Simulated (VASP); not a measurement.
Set up this calculation in VASP 6.6.1, as the native input.

```yaml
Task: single point
Functional: PBE
Potentials_or_basis: VASP PAW PBE potentials, release 64 (Sc_sv, Mo_sv)
Cutoff: 520 eV
k_mesh: 4 × 4 × 4
Occupations: gaussian, width 0.1 eV
Spin: no spin polarisation
Dipole_correction: no
Further_INCAR_settings: ALGO = Fast; EDIFF = 1e-06; NBANDS = 44
```

The structure of Sc5Mo lies in POSCAR:

```
Sc5Mo
1.0
    0.0000000000      4.7111889300      4.7111889300
    4.7111889300      0.0000000000      4.7111889300
    4.7111889300      4.7111889300      0.0000000000
Sc Mo
5 1
Direct
    0.3868251684      0.3868251684      0.3868251684
    0.3868251684      0.3868251684      0.8395244947
    0.3868251684      0.8395244947      0.3868251684
    0.8395244947      0.3868251684      0.3868251684
    0.7500000000      0.7500000000      0.7500000000
    0.2500000000      0.2500000000      0.2500000000
```

The input as run:

INCAR

```
PREC     = Accurate       # precision mode
ENCUT    = 520            # plane-wave cutoff, eV
EDIFF    = 1E-6           # SCF threshold, eV
ISMEAR   = 0              # smearing method
SIGMA    = 0.1            # smearing width, eV
LREAL    = F              # projectors in reciprocal space
LASPH    = T              # aspherical terms in the spheres
NELM     = 80             # most SCF steps
ALGO     = Fast           # electronic algorithm
ISIF     = 2              # what is computed and relaxed
LWAVE    = F              # write WAVECAR
LCHARG   = T              # write CHGCAR
GGA      = PE             # functional
LELF     = T              # ELF
LVHAR    = T            
NBANDS   = 44             # bands
```

KPOINTS

```
Automatic mesh
0
Gamma
  4 4 4
```

Potentials or basis: VASP PAW PBE potentials, release 64 (Sc_sv, Mo_sv).

Run with:

```console
$ cat potpaw_PBE.64/Sc_sv/POTCAR potpaw_PBE.64/Mo_sv/POTCAR > POTCAR
$ mpirun -np 1 vasp_std > vasp.out
```

It gave:

The pressure is 0.7 GPa and the largest force is 0.209 eV/Å.

Run time: 4.5 min on 1 thread of Intel(R) Xeon(R) Platinum 8259CL CPU @ 2.50GHz (Skylake/Cascade Lake), with other jobs on the host, peak memory 0.38 GiB.
